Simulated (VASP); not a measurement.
# CuSi16 (a cell with a defect) in VASP: relaxation of the atoms with PBE

Aim: the relaxation of the atoms of CuSi16 (a cell with a defect) with PBE.

All numbers are computed with VASP 6.6.1; they aren't measurements. Logs are shortened: lines on timing, memory, paths and dates and some standing lists are left out, and cuts for length are marked.

## 1. The cell of the first run

The cell holds a defect, 17 atoms: a = 7.679 Å, b = 7.679 Å, c = 7.679 Å, α = 60.00°, β = 60.00°, γ = 60.00°.

## 2. Relaxation of the atoms, PBE, collinear spin

INCAR

```
SYSTEM = CuSi16
PREC = Accurate
ENCUT = 520
EDIFF = 1E-6
ISMEAR = 0
SIGMA = 0.05
LREAL = Auto
LASPH = .TRUE.
NELM = 150
ALGO = Normal
ISIF = 2
LWAVE = .FALSE.
LCHARG = .FALSE.
ISPIN = 2
MAGMOM = 0 0 0 0 0 0 0 0 0 0 0 0 0 0 0 0 1
LORBIT = 11
LMAXMIX = 4
GGA = PE
IBRION = 2
NSW = 80
EDIFFG = -0.03
KPAR = 2
```

KPOINTS

```
Automatic mesh
0
G
  2 2 2
  0 0 0
```

POSCAR

```
CuSi16
1.0
    0.0000000000      5.4300000000      5.4300000000
    5.4300000000      0.0000000000      5.4300000000
    5.4300000000      5.4300000000      0.0000000000
Si Cu
16 1
Direct
    0.0000000000      0.0000000000      0.0000000000
    0.1250000000      0.1250000000      0.1250000000
    0.0000000000      0.0000000000      0.5000000000
    0.1250000000      0.1250000000      0.6250000000
    0.0000000000      0.5000000000      0.0000000000
    0.1250000000      0.6250000000      0.1250000000
    0.0000000000      0.5000000000      0.5000000000
    0.1250000000      0.6250000000      0.6250000000
    0.5000000000      0.0000000000      0.0000000000
    0.6250000000      0.1250000000      0.1250000000
    0.5000000000      0.0000000000      0.5000000000
    0.6250000000      0.1250000000      0.6250000000
    0.5000000000      0.5000000000      0.0000000000
    0.6250000000      0.6250000000      0.1250000000
    0.5000000000      0.5000000000      0.5000000000
    0.6250000000      0.6250000000      0.6250000000
    0.8053518000      0.8173754000      0.5560801000
```

Potentials or basis: VASP PAW PBE potentials, release 64 (Si, Cu).

The run is started by

```console
> cat potpaw_PBE.64/Si/POTCAR potpaw_PBE.64/Cu/POTCAR > POTCAR
> mpirun -np 4 vasp_std > vasp.out
```

OUTCAR:

```text
SYSTEM = CuSi16
   PREC = Accurate
   ENCUT = 520
   EDIFF = 1E-6
   ISMEAR = 0
   LREAL = Auto
   LASPH = .TRUE.
   NELM = 150
   ISIF = 2
   ISPIN = 2
   LORBIT = 11
   GGA = PE
   IBRION = 2
   NSW = 80
   EDIFFG = -0.03

 ion  position               nearest neighbor table
   1  0.000  0.000  0.000-   2 2.35   4 2.35   6 2.35  10 2.35
   2  0.125  0.125  0.125-   1 2.35   3 2.35   5 2.35   9 2.35
   3  0.000  0.000  0.500-  17 2.29   4 2.35   8 2.35  12 2.35   2 2.35
   4  0.125  0.125  0.625-   1 2.35   3 2.35   7 2.35  11 2.35
   5  0.000  0.500  0.000-   2 2.35   6 2.35   8 2.35  14 2.35
   6  0.125  0.625  0.125-   1 2.35   5 2.35   7 2.35  13 2.35
   7  0.000  0.500  0.500-  17 2.26   6 2.35   8 2.35  16 2.35   4 2.35
   8  0.125  0.625  0.625-  17 2.32   5 2.35   7 2.35  15 2.35   3 2.35
   9  0.500  0.000  0.000-   2 2.35  10 2.35  12 2.35  14 2.35
  10  0.625  0.125  0.125-   1 2.35   9 2.35  11 2.35  13 2.35
  11  0.500  0.000  0.500-  17 2.18  10 2.35  12 2.35  16 2.35   4 2.35
  12  0.625  0.125  0.625-  17 2.24   9 2.35  11 2.35  15 2.35   3 2.35
  13  0.500  0.500  0.000-   6 2.35  10 2.35  14 2.35  16 2.35
  14  0.625  0.625  0.125-   5 2.35   9 2.35  13 2.35  15 2.35
  15  0.500  0.500  0.500-   8 2.35  12 2.35  14 2.35  16 2.35
  16  0.625  0.625  0.625-  17 2.22  11 2.35  13 2.35  15 2.35   7 2.35
  17  0.805  0.817  0.556-  11 2.18  16 2.22  12 2.24   7 2.26   3 2.29   8 2.32

  LATTYP: Found a face centered cubic cell.
 ALAT       =    10.8600000000

  Lattice vectors:

 A1 = (   0.0000000000,   5.4300000000,   5.4300000000)
 A2 = (   5.4300000000,   0.0000000000,   5.4300000000)
 A3 = (   5.4300000000,   5.4300000000,   0.0000000000)

Analysis of symmetry for initial positions (statically):
=====================================================================
 Subroutine PRICEL returns:
 Original cell was already a primitive cell.

 Routine SETGRP: Setting up the symmetry group for a
 face centered cubic supercell.

 Subroutine GETGRP returns: Found  1 space group operations
 (whereof  1 operations were pure point group operations)
 out of a pool of 48 trial point group operations.

The static configuration has the point symmetry C_1 .

Analysis of symmetry for dynamics (positions and initial velocities):
=====================================================================
 Subroutine PRICEL returns:
 Original cell was already a primitive cell.

 Routine SETGRP: Setting up the symmetry group for a
 face centered cubic supercell.

 Subroutine GETGRP returns: Found  1 space group operations
 (whereof  1 operations were pure point group operations)
 out of a pool of 48 trial point group operations.

The dynamic configuration has the point symmetry C_1 .

Analysis of structural, dynamic, and magnetic symmetry:
=====================================================================
 Subroutine PRICEL returns:
 Original cell was already a primitive cell.

 Routine SETGRP: Setting up the symmetry group for a
 face centered cubic supercell.

 Subroutine GETGRP returns: Found  1 space group operations
 (whereof  1 operations were pure point group operations)
 out of a pool of 48 trial point group operations.

The overall configuration has the point symmetry C_1 .

 Subroutine INISYM returns: Found  1 space group operations
 (whereof  1 operations are pure point group operations),
 and found     1 'primitive' translations

----------------------------------------------------------------------------------------

                                     Primitive cell

  volume of cell :     320.2060

  direct lattice vectors                    reciprocal lattice vectors
     0.000000000  5.430000000  5.430000000    -0.092081031  0.092081031  0.092081031
     5.430000000  0.000000000  5.430000000     0.092081031 -0.092081031  0.092081031
     5.430000000  5.430000000  0.000000000     0.092081031  0.092081031 -0.092081031

  length of vectors
     7.679179644  7.679179644  7.679179644     0.159489025  0.159489025  0.159489025

  position of ions in fractional coordinates (direct lattice)
     0.000000000  0.000000000  0.000000000
     0.125000000  0.125000000  0.125000000
     0.000000000  0.000000000  0.500000000
     0.125000000  0.125000000  0.625000000
     0.000000000  0.500000000  0.000000000
[... 70 lines left out ...]
   number of dos      NEDOS =    301   number of ions     NIONS =     17
   total plane-waves  NPLWV = 216000
   dimension x,y,z NGX =    60 NGY =   60 NGZ =   60
   dimension x,y,z NGXF=   120 NGYF=  120 NGZF=  120
   ions per type =              16   1
   NGX,Y,Z   is equivalent  to a cutoff of  12.99, 12.99, 12.99 a.u.
   NGXF,Y,Z  is equivalent  to a cutoff of  25.98, 25.98, 25.98 a.u.
 SYSTEM =  CuSi16
   PREC   = accura    normal or accurate (medium, high low for compatibility)
   ISTART =      0    job   : 0-new  1-cont  2-samecut
   ICHARG =      2    charge: 1-file 2-atom 10-const
   ISPIN  =      2    spin polarized calculation?
   LNONCOLLINEAR =      F non collinear calculations
   LSORBIT =      F    spin-orbit coupling
   LASPH  =      T    aspherical Exc in radial PAW
   ENCUT  =  520.0 eV  38.22 Ry    6.18 a.u.  14.28 14.28 14.28*2*pi/ulx,y,z
   NELM   =    150;   NELMIN=  2; NELMDL= -5     # of ELM steps
   EDIFF  = 0.1E-05   stopping-criterion for ELM
   LREAL  =      T    real-space projection
   EDIFFG = -.3E-01   stopping-criterion for IOM
   NSW    =     80    number of steps for IOM
   IBRION =      2    ionic relax: 0-MD 1-quasi-New 2-CG
   NFREE  =      1    steps in history (QN), initial steepest desc. (CG)
   ISIF   =      2    stress and relaxation
   ISYM   =      2    0-nonsym 1-usesym 2-fastsym
   POTIM  = 0.5000    time-step for ionic-motion
   TEBEG  =    0.0;   TEEND  =   0.0 temperature during run
   PSTRESS=    0.0 pullay stress
   NELECT =      75.0000    total number of electrons
   NUPDOWN=      -1.0000    fix difference up-down
   EMIN   =  10.00;   EMAX   =-10.00  energy-range for DOS
   EFERMI =   0.00;   METHOD = LEGACY
   ISMEAR =     0;   SIGMA  =   0.05  broadening in eV -4-tet -1-fermi 0-gaus
   EFERMI_NEDOS =   21; number of points for ismear=-14 and -15
   IALGO  =     38    algorithm
   IMIX   =      4    mixing-type and parameters
     AMIX     =   0.40;   BMIX     =  1.00
     AMIX_MAG =   1.60;   BMIX_MAG =  1.00
  volume/ion in A,a.u.               =      18.84       127.11
  Fermi-wavevector in a.u.,A,eV,Ry     =   1.009142  1.907001 13.855720  1.018367
  Thomas-Fermi vector in A             =   2.142052
   LORBIT       =     11    0 simple, 1 ext, 2 COOP (PROOUT), +10 PAW based schemes
   GGA     = PE    functional components
   LHFCALC =     F    Hartree Fock is set to
   AEXX    =    0.0000 exact exchange contribution
   IVDW    =     0    specifies the selected vdW correction
   LEPSILON=     F    determine dielectric tensor
   LRPA    =     F    only Hartree local field effects (RPA)
 conjugate gradient relaxation of ions
 spin polarized calculation
 Gauss-broadening in eV      SIGMA  =   0.05
  energy-cutoff  :      520.00
  volume of cell :      320.21
 maximum number of plane-waves:      8646
 NGX is ok and might be reduce to    60
   NGX = 29   NGY = 29   NGZ = 29

--------------------------------------- Ionic step        1  -------------------------------------------

 number of electron      75.0000003 magnetization       0.0086372

 Free energy of the ion-electron system (eV)
  ---------------------------------------------------
  ext. energy  EPLUGINS =         0.00000000
  ---------------------------------------------------
  free energy    TOTEN  =       -86.96424836 eV

  energy without entropy =      -86.95321840  energy(sigma->0) =      -86.95873338

------------------------ aborting loop because EDIFF is reached ----------------------------------------

  FORCE on cell =-STRESS in cart. coord.  units (eV):
  Direction    XX          YY          ZZ          XY          YZ          ZX
  --------------------------------------------------------------------------------------
  -------------------------------------------------------------------------------------
  Total       12.3859718     12.5336463     12.4613877     -2.2822785      2.2690694      2.1757958
  in kB       61.9742367     62.7131379     62.3515864    -11.4195699     11.3534768     10.8867748
  external PRESSURE =      62.3463203 kB  Pullay stress =       0.0000000 kB
[... 134 lines left out ...]
  FREE ENERGIE OF THE ION-ELECTRON SYSTEM (eV)
  ---------------------------------------------------
  free  energy   TOTEN  =       -87.3564423549 eV

  energy  without entropy=      -87.3493592157  energy(sigma->0) =      -87.35290079

[... ionic steps 4 to 15 ...]

--------------------------------------- Ionic step       16  -------------------------------------------

 number of electron      75.0000002 magnetization      -0.0000010

 number of electron      75.0000002 magnetization       0.0000005
[... 101 lines left out ...]
--------------------------------------- Ionic step       18  -------------------------------------------

 number of electron      75.0000002 magnetization       0.0000012

 Free energy of the ion-electron system (eV)
  ---------------------------------------------------
  ext. energy  EPLUGINS =         0.00000000
  ---------------------------------------------------
  free energy    TOTEN  =       -87.48316327 eV

  energy without entropy =      -87.47464466  energy(sigma->0) =      -87.47890396

 E-fermi :   6.9231     XC(G=0):  -9.6842

 val. band max:        6.8943648442   @ k =   0.0000   0.0000   0.0000
 cond. band min:       6.9308641257   @ k =   0.0000   0.0000   0.5000
 fundamental gap:      0.0364992814
 Fermi energy:         6.9231328198

 spin component 1

 k-point     1 :       0.0000    0.0000    0.0000
  band No.  band energies     occupation
      1      -5.9358      1.00000
      2      -3.5967      1.00000
      3      -3.5197      1.00000
      4      -3.5194      1.00000
      5      -3.5190      1.00000
      6      -1.9882      1.00000
[... 397 lines left out ...]
     47      10.2530      0.00000
     48      10.3939      0.00000
 Fermi energy:         6.9231328198

 spin component 2

 k-point     1 :       0.0000    0.0000    0.0000
  band No.  band energies     occupation
      1      -5.9358      1.00000
      2      -3.5967      1.00000
      3      -3.5197      1.00000
      4      -3.5194      1.00000
      5      -3.5190      1.00000
      6      -1.9882      1.00000
[... 441 lines left out ...]
  FREE ENERGIE OF THE ION-ELECTRON SYSTEM (eV)
  ---------------------------------------------------
  free  energy   TOTEN  =       -87.4831632674 eV

  energy  without entropy=      -87.4746446569  energy(sigma->0) =      -87.47890396

 reached required accuracy - stopping structural energy minimisation

 total charge

# of ion       s       p       d       tot
------------------------------------------
    1        0.740   0.956   0.000   1.697
    2        0.743   0.956   0.000   1.699
    3        0.737   0.951   0.000   1.688
    4        0.753   0.945   0.000   1.698
    5        0.742   0.957   0.000   1.699
    6        0.743   0.956   0.000   1.699
[... 9 lines left out ...]
   16        0.737   0.950   0.000   1.687
   17        0.506   0.465   9.212  10.184
--------------------------------------------------
tot         12.368  15.712   9.212  37.292

 magnetization (x)

# of ion       s       p       d       tot
------------------------------------------
    1       -0.000   0.000   0.000   0.000
    2        0.000   0.000   0.000   0.000
    3       -0.000  -0.000   0.000  -0.000
    4        0.000   0.000   0.000   0.000
    5       -0.000  -0.000   0.000  -0.000
    6       -0.000   0.000   0.000   0.000
[... 9 lines left out ...]
   16       -0.000   0.000   0.000   0.000
   17        0.000   0.000  -0.000   0.000
--------------------------------------------------
tot          0.000   0.000  -0.000   0.000
```

Run time: 18 min. Hardware: 4 MPI ranks of Intel Xeon 6975P-C (Granite Rapids), shared host; peak memory 0.47 GiB.

Results:

- Free energy: -87.4832 eV
- Energy gained by relaxing: 30.5 meV/atom
- Ionic steps: 18
- Pressure after relaxing: 4.3 GPa
- Largest force after relaxing: 0.011 eV/Å
- Net moment: 0.00 μB per cell
- Valence electrons inside the program's atomic spheres: Si 1.70, 1.69 (each value once); Cu 10.18

Forces on the atoms (eV/Å):
```
Si  -0.005 -0.002  0.006
Si  -0.005 -0.007  0.002
Si  -0.001  0.004 -0.001
Si   0.000  0.001 -0.001
Si   0.007  0.005 -0.008
Si  -0.001 -0.005  0.003
Si   0.001  0.002  0.004
Si  -0.002  0.000  0.003
Si   0.005  0.002 -0.002
Si   0.001  0.000 -0.002
Si  -0.003 -0.007  0.005
Si   0.004  0.005 -0.002
Si   0.000  0.000 -0.004
Si   0.002  0.005 -0.001
Si  -0.004 -0.004  0.005
Si   0.004  0.006 -0.007
Cu  -0.002 -0.005  0.001
```

Stress tensor (GPa, compression positive):
```
 4.33  0.23 -0.23
 0.23  4.33 -0.23
-0.23 -0.23  4.33
```

The path:
| step | energy change (eV) | largest force (eV/Å) | pressure (GPa) |
| --- | --- | --- | --- |
| 1 | 0.0000 | 2.1596 | 6.23 |
| 2 | -0.3901 | 0.5501 | 5.17 |
| 3 | -0.3922 | 0.5243 | 5.19 |
| 4 | -0.4229 | 0.2573 | 5.11 |
| 5 | -0.4249 | 0.2678 | 5.08 |
| 6 | -0.4411 | 0.1857 | 5.01 |
| 7 | -0.4496 | 0.2695 | 4.92 |
| 8 | -0.4618 | 0.2344 | 4.85 |
| 9 | -0.4880 | 0.1579 | 4.68 |
| 10 | -0.4921 | 0.3176 | 4.30 |
| 11 | -0.4985 | 0.2350 | 4.47 |
| 12 | -0.5134 | 0.1127 | 4.37 |
| 13 | -0.5149 | 0.1063 | 4.32 |
| 14 | -0.5176 | 0.0865 | 4.32 |
| 15 | -0.5179 | 0.0970 | 4.34 |
| 16 | -0.5187 | 0.0330 | 4.33 |
| 17 | -0.5187 | 0.0357 | 4.32 |
| 18 | -0.5189 | 0.0112 | 4.33 |

Final structure:
```yaml
crystal:
  lattice:
    - [0.00000, 5.43000, 5.43000]
    - [5.43000, 0.00000, 5.43000]
    - [5.43000, 5.43000, 0.00000]
  atoms:
    - { symbol: Si, position: [0.98901, 0.98961, 0.03158] }
    - { symbol: Si, position: [0.12586, 0.12639, 0.13148] }
    - { symbol: Si, position: [0.00654, 0.00751, 0.50366] }
    - { symbol: Si, position: [0.11253, 0.11337, 0.66045] }
    - { symbol: Si, position: [0.00779, 0.49936, 0.99333] }
    - { symbol: Si, position: [0.12586, 0.61610, 0.13147] }
    - { symbol: Si, position: [0.00652, 0.48199, 0.50369] }
    - { symbol: Si, position: [0.14126, 0.61859, 0.62125] }
    - { symbol: Si, position: [0.49882, 0.00823, 0.99339] }
    - { symbol: Si, position: [0.61554, 0.12642, 0.13143] }
    - { symbol: Si, position: [0.48118, 0.00740, 0.50375] }
    - { symbol: Si, position: [0.61773, 0.14213, 0.62122] }
    - { symbol: Si, position: [0.49882, 0.49938, 0.99342] }
    - { symbol: Si, position: [0.63453, 0.63503, 0.09526] }
    - { symbol: Si, position: [0.51063, 0.51147, 0.46617] }
    - { symbol: Si, position: [0.61774, 0.61866, 0.62122] }
    - { symbol: Cu, position: [0.81499, 0.81574, 0.55330] }
```

Levels at points of the mesh, in eV from the Fermi level:
Spin up:
| k point | band 35 | band 36 | band 37 | band 38 | band 39 | band 40 |
| --- | --- | --- | --- | --- | --- | --- |
| (0.00, 0.00, 0.00) | -1.03 | -0.67 | -0.55 | -0.50 | -0.50 | -0.03 |
| (0.50, 0.00, 0.00) | -1.55 | -1.45 | -1.26 | 0.12 | 0.47 | 0.53 |
| (0.00, 0.50, 0.00) | -1.55 | -1.45 | -1.26 | 0.12 | 0.47 | 0.53 |
| (0.00, 0.00, 0.50) | -1.48 | -1.04 | -1.04 | 0.01 | 0.43 | 0.91 |
| (0.50, 0.50, 0.50) | -1.55 | -1.45 | -1.26 | 0.12 | 0.47 | 0.53 |
| (0.50, 0.50, 0.00) | -2.03 | -2.01 | -1.69 | 0.16 | 0.25 | 1.34 |
| (0.00, 0.50, 0.50) | -2.03 | -2.01 | -1.69 | 0.16 | 0.25 | 1.34 |
| (0.50, 0.00, 0.50) | -2.03 | -2.01 | -1.69 | 0.16 | 0.25 | 1.34 |
Spin down:
```
           k point  band 35  band 36  band 37  band 38  band 39  band 40
(0.00, 0.00, 0.00)    -1.03    -0.67    -0.55    -0.50    -0.50    -0.03
(0.50, 0.00, 0.00)    -1.55    -1.45    -1.26     0.12     0.47     0.53
(0.00, 0.50, 0.00)    -1.55    -1.45    -1.26     0.12     0.47     0.53
(0.00, 0.00, 0.50)    -1.48    -1.04    -1.04     0.01     0.43     0.91
(0.50, 0.50, 0.50)    -1.55    -1.45    -1.26     0.12     0.47     0.53
(0.50, 0.50, 0.00)    -2.03    -2.01    -1.69     0.16     0.25     1.34
(0.00, 0.50, 0.50)    -2.03    -2.01    -1.69     0.16     0.25     1.34
(0.50, 0.00, 0.50)    -2.03    -2.01    -1.69     0.16     0.25     1.34
```

Caveat: the k points lie up to 0.50 Å⁻¹ apart.
